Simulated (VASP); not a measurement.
Here is a VASP 6.6.1 calculation.

Contents of INCAR:

```
SYSTEM = SiC
ALGO = Normal
EDIFF = 1E-6
ENCUT = 520
ISIF = 2
ISMEAR = -1
LASPH = .True.
LCHARG = .False.
LREAL = .False.
LWAVE = .False.
NBANDS = 26
NELM = 60
PREC = Accurate
SIGMA = 0.05
```

File KPOINTS:

```
k-points
0
Gamma
  10 10 3
  0 0 0
```

File POSCAR:

```
SiC
1.0
    3.1360171929      0.0000000000      0.0000000000
   -1.5680085964      2.7158705557      0.0000000000
    0.0000000000      0.0000000000     10.2681602811
Si C
4 4
Direct
    0.0000000000      0.0000000000      0.1878943800
    0.0000000000      0.0000000000      0.6878943800
    0.3333333333      0.6666666667      0.4378419800
    0.6666666667      0.3333333333      0.9378419800
    0.0000000000      0.0000000000      0.0004600500
    0.0000000000      0.0000000000      0.5004600500
    0.3333333333      0.6666666667      0.2498025900
    0.6666666667      0.3333333333      0.7498025900
```

Potentials or basis: VASP PAW LDA potentials, release 64 (Si, C).

Command:

```bash
$ cat potpaw_LDA.64/Si/POTCAR potpaw_LDA.64/C/POTCAR > POTCAR
$ mpirun -np 1 vasp_std > vasp.out
```

(1) Estimate the band gap on the k mesh.

(2) Predict the pressure.

(3) Predict the largest force.

## Answers

(1) 2.15 eV, indirect (least direct gap 3.26 eV).

(2) -14.6 GPa.

(3) 0.022 eV/Å.
